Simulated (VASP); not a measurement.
Set up this calculation in VASP 6.6.1, as the native input.

```yaml
Task: single point
Functional: PBE
Potentials_or_basis: VASP PAW PBE potentials, release 64 (Rh_pv)
Cutoff: 500 eV
k_mesh: 6 × 6 × 6
Occupations: gaussian, width 0.1 eV
Spin: no spin polarisation
Dipole_correction: no
Further_INCAR_settings: ALGO = Normal; EDIFF = 1e-06; NBANDS = 14
```

The structure of Rh lies in POSCAR:

```
Rh
1.0
    0.0000000000      1.8978500000      1.8978500000
    1.8978500000      0.0000000000      1.8978500000
    1.8978500000      1.8978500000      0.0000000000
Rh
1
Direct
    0.0000000000      0.0000000000      0.0000000000
```

These files were run (other wordings do the same):

INCAR

```
SYSTEM = Rh
PREC = Accurate
ENCUT = 500
EDIFF = 1E-6
ISMEAR = 0
SIGMA = 0.1
LREAL = .False.
LASPH = .True.
NELM = 120
ALGO = Normal
ISIF = 2
LWAVE = .False.
LCHARG = .True.
GGA = PE
LELF = .True.
LVHAR = .True.
NBANDS = 14
GGA_COMPAT = .False.
```

KPOINTS

```
Automatic mesh
0
Gamma
  6 6 6
  0 0 0
```

Potentials or basis: VASP PAW PBE potentials, release 64 (Rh_pv).

Launch:

```sh
$ cat potpaw_PBE.64/Rh_pv/POTCAR > POTCAR
$ mpirun -np 1 vasp_std > vasp.out
```

Results of the run:

* Pressure: 9.0 GPa
* Band gap on the k mesh: zero (an odd number of electrons rules out a gap without spin polarisation)

Caveat: the k points lie up to 0.48 Å⁻¹ apart, too coarse for converged energies and pressures of a metal.

It took 2 s on 1 thread of Intel(R) Xeon(R) 6975P-C (Granite Rapids), with other jobs on the host, peak memory 0.12 GiB.
